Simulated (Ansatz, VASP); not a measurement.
# MgS in VASP and in Ansatz

The input INCAR:

```
SYSTEM = MgS
PREC = Accurate ; ENCUT = 520
EDIFF = 1E-6 ; ISMEAR = 0
SIGMA = 0.02 ; LREAL = .FALSE.
LASPH = .TRUE. ; NELM = 80
ALGO = Normal ; ISIF = 2
LWAVE = .FALSE. ; LCHARG = .FALSE.
GGA = PS ; IBRION = 2
NSW = 60 ; EDIFFG = -0.008
```

KPOINTS

```
regular mesh
0
G
  9 9 4
  0 0 0
```

File POSCAR:

```
MgS
1.0
    4.0287906923      0.0000000000      0.0000000000
   -2.0143953462      3.4890350861      0.0000000000
    0.5773672985      0.0000000000      6.4151922057
Mg S
2 2
Direct
    0.6624272062      0.3340942303      0.4967191780
    0.3283329759      0.6659057697      0.9967191780
    0.3385674065      0.6678949950      0.3782798220
    0.6706724116      0.3321050050      0.8782798220
```

Input for Ansatz:

```yaml
crystal:
  lattice:
    - [4.0287906923, 0.0, 0.0]
    - [-2.0143953462, 3.4890350861, 0.0]
    - [0.5773672985, 0.0, 6.4151922057]
  atoms:
    - { symbol: Mg, position: [0.6624272062, 0.3340942303, 0.496719178] }
    - { symbol: Mg, position: [0.3283329759, 0.6659057697, 0.996719178] }
    - { symbol: S, position: [0.3385674065, 0.667894995, 0.378279822] }
    - { symbol: S, position: [0.6706724116, 0.332105005, 0.878279822] }
basis:
  ecutwfc: 420
kpoints:
  mp_grid: { grid: [9, 9, 4] }
hamiltonian:
  xc: pbesol
scf:
  occupations: { method: gaussian, width: 0.02 }
output:
  forces: true
  stress: true
  eigenvalues: true
relax:
  adjacent_minimum: "off"
  f_tol: 0.008
  max_steps: 40
```

Change from the starting cell: shear of c along a, cell held, atoms relaxed: +9.0 %.

Alike in both runs: task relaxation of the atoms; functional PBEsol; k mesh 9 × 9 × 4; occupations gaussian, width 0.02 eV; no spin polarisation.

|  | VASP | Ansatz |
| --- | --- | --- |
| version | VASP 6.6.1 | Ansatz 0.2.0 |
| potentials or method | VASP PAW PBE potentials, release 64 (Mg, S), cutoff 520 eV | scalar-relativistic, plane waves, PAW |
| valence electrons in the cell | 16 | 32 |

```csv
,VASP,Ansatz,Ansatz less VASP
"gap on the k mesh at the Fermi level, each at its own relaxed structure (eV)",3.12,3.12,0.000
```

VASP's potentials were made for PBE, not for PBEsol. VASP's potentials hold 16 valence electrons a cell and Ansatz's 32, so a difference there can come from the potentials and not from the codes. Ansatz's warnings: stress scf threshold loose.
